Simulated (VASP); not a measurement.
Write the native input for VASP 6.6.1 that does the following.

| Quantity | Value |
| --- | --- |
| Task | single point |
| Functional | PBEsol |
| Potentials or basis | VASP PAW PBE potentials, release 64 (Ba_sv, Zr_sv, O_h) |
| Cutoff | 910 eV |
| k mesh | 4 × 4 × 4 |
| Occupations | gaussian, width 0.01 eV |
| Spin | no spin polarisation |
| Dipole correction | no |
| Second run | hard_potentials |
| Further INCAR settings | ALGO = Normal; EDIFF = 1e-06; NBANDS = 28 |

The structure of BaZrO3 lies in POSCAR:

```
BaZrO3
1.0
    4.1056902405      0.0000000000      0.0000000000
    0.0000000000      4.1056902405      0.0000000000
    0.0000000000      0.0000000000      4.1056902405
Ba Zr O
1 1 3
Direct
    0.0000000000      0.0000000000      0.0000000000
    0.5000000000      0.5000000000      0.5000000000
    0.0000000000      0.5000000000      0.5000000000
    0.5000000000      0.0000000000      0.5000000000
    0.5000000000      0.5000000000      0.0000000000
```

These files were run (other wordings do the same):

INCAR

```
PREC = Accurate
ENCUT = 910
EDIFF = 1E-6
ISMEAR = 0
SIGMA = 0.01
LREAL = False
LASPH = True
NELM = 120
ALGO = Normal
ISIF = 2
LWAVE = False
LCHARG = False
GGA = PS
NBANDS = 28
GGA_COMPAT = False
```

KPOINTS

```
Automatic mesh
0
Gamma
  4 4 4
```

Potentials or basis: VASP PAW PBE potentials, release 64 (Ba_sv, Zr_sv, O_h).

Run with:

```sh
$ cat potpaw_PBE.64/Ba_sv/POTCAR potpaw_PBE.64/Zr_sv/POTCAR potpaw_PBE.64/O_h/POTCAR > POTCAR
$ mpirun -np 1 vasp_std > vasp.out
```

Results of the run:

The pressure is 11.2 GPa and the band gap on the k mesh is 3.22 eV, indirect (least direct gap 3.36 eV).

Caveat: the cutoff is under 1.25 times the usual one of these potentials, so pressure, stress and relaxed cells hold a basis-set (Pulay) error; the PAW data sets were made with another functional, which shifts forces and pressure a little; spin-orbit coupling is left out, which moves the levels of the heavy elements.

Wall time 50 s on 1 thread of Intel(R) Xeon(R) 6975P-C (Granite Rapids) (shared host), peak memory 0.26 GiB.
